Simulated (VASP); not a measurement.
Set up this calculation in VASP 6.6.1, as the native input.

| Property | Result |
| --- | --- |
| Task | single point |
| Functional | PBE |
| Potentials or basis | VASP PAW PBE potentials, release 64 (Ge_d, S) |
| Cutoff | 520 eV |
| k mesh | 7 × 7 × 1 |
| Occupations | gaussian, width 0.1 eV |
| Spin | no spin polarisation |
| Dipole correction | yes |
| Further INCAR settings | ALGO = Normal; EDIFF = 1e-06; NBANDS = 39 |

The structure of Ge4S lies in POSCAR:

```
Ge4S
1.0
    4.0740542171      0.0000000000      0.0000000000
    0.0000000000      4.0740542171      0.0000000000
    0.0000000000      0.0000000000     19.8557569412
Ge S
4 1
Direct
    0.0000000000      0.5000000000      0.2014529092
    0.0000000000      0.0000000000      0.2739958843
    0.5000000000      0.0000000000      0.3493666172
    0.5000000000      0.5000000000      0.4208228861
    0.5000000000      0.6250000000      0.5213106098
```

One way to write it, as run:

INCAR

```
SYSTEM = Ge4S
ALGO = Normal ; DIPOL = 0.5 0.5 0.353
EDIFF = 1E-6 ; ENCUT = 520
GGA = PE ; IDIPOL = 3
ISIF = 2 ; ISMEAR = 0
LASPH = .True. ; LCHARG = .False.
LDIPOL = .True. ; LREAL = .False.
LWAVE = .False. ; NBANDS = 39
NELM = 80 ; PREC = Accurate
SIGMA = 0.1
```

KPOINTS

```
k-points
0
Gamma
  7 7 1
  0 0 0
```

Potentials or basis: VASP PAW PBE potentials, release 64 (Ge_d, S).

The run is started by

```sh
$ cat potpaw_PBE.64/Ge_d/POTCAR potpaw_PBE.64/S/POTCAR > POTCAR
$ mpirun -np 1 vasp_std > vasp.out
```

It gave:

```yaml
Largest_force: 0.519 eV/Å
Band_gap_on_the_k_mesh: zero (band 31 reaches -2.03 eV, above the bottom of band 32 at -2.38 eV)
```

Run time: 5.5 min on 1 thread of Intel(R) Xeon(R) Platinum 8259CL CPU @ 2.50GHz (Skylake/Cascade Lake), with other jobs on the host, peak memory 0.45 GiB.
